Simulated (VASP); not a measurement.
Pb, 1 atom in the cell. It takes space group Fm-3m (No. 225, cubic). Conventional cell: a = 4.883 Å, b = 4.883 Å, c = 4.883 Å, α = 90.00°, β = 90.00°, γ = 90.00°. Within 4.5 Å of Pb (site symmetry m-3m) lie 12 Pb at 3.45 Å. 

| Property | Result |
| --- | --- |
| Program | VASP 6.6.1 |
| Task | single point |
| Functional | r2SCAN |
| Dispersion | rVV10 |
| Potentials or basis | VASP PAW PBE potentials, release 64 (Pb_d) |
| Cutoff | 520 eV |
| k mesh | 9 × 9 × 9 |
| Occupations | fermi-dirac, width 0.05 eV |
| Spin | no spin polarisation |
| Dipole correction | no |
| Further INCAR settings | ALGO = Normal; EDIFF = 1e-07; NBANDS = 13 |

Potentials or basis: VASP PAW PBE potentials, release 64 (Pb_d).

The run is started by

```console
$ cat potpaw_PBE.64/Pb_d/POTCAR > POTCAR
$ cp INCAR.step1 INCAR
$ mpirun -np 1 vasp_std > vasp.out
$ cp INCAR.step2 INCAR
$ mpirun -np 1 vasp_std > vasp.out
```

Hardware: 1 thread of Intel(R) Xeon(R) 6975P-C (Granite Rapids), with other jobs on the host.

Task: How long does it take, and how much memory?

Result: It took 42 s on 1 thread of Intel(R) Xeon(R) 6975P-C (Granite Rapids) (shared host), peak memory 0.26 GiB. Counts: k points 35.
